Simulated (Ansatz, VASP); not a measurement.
**One calculation of AlN, two programs**

```
Al N
1.0
    11.60000    0.00000    0.00000
     0.00000   12.40000    0.00000
     0.00000    0.00000   12.20000
Al N
5 5
Direct
  0.37571 0.43282 0.43017
  0.62525 0.44671 0.42977
  0.50955 0.63063 0.43124
  0.50206 0.35769 0.57337
  0.36789 0.57126 0.57479
  0.36189 0.42418 0.58663
  0.65474 0.39090 0.56723
  0.47214 0.68104 0.56944
  0.50387 0.34973 0.41373
  0.36026 0.57808 0.41533
```

Alike in both runs: functional PBE; k mesh 1 × 1 × 1; occupations gaussian, width 0.05 eV; collinear spin.

Ansatz relaxed the structure, and its values are those at the end. VASP's run is a single point on that final structure, the one shown.

```csv
,VASP,Ansatz
version,VASP 6.6.1,Ansatz 0.2.0
potentials or method,"VASP PAW PBE potentials, release 64 (Al, N), cutoff 520 eV","scalar-relativistic, plane waves, PAW"
valence electrons in the cell,40,40
```

```tsv
	VASP	Ansatz	Ansatz less VASP
gap on the k mesh at the Fermi level (eV)	0.29	0.55	+0.254
rms of the force components (eV/Å)	0.133	0.006	-0.1270
net moment per atom (μB)	0.00	0.20	+0.200
size of the moment on the site where the two differ most (μB)	0.04	0.54	+0.495
```

The net moments are unlike, so the other rows may belong to different states. Site moments also hang on the region over which each program counts them. Ansatz's warnings: xc potential rough in thin density.
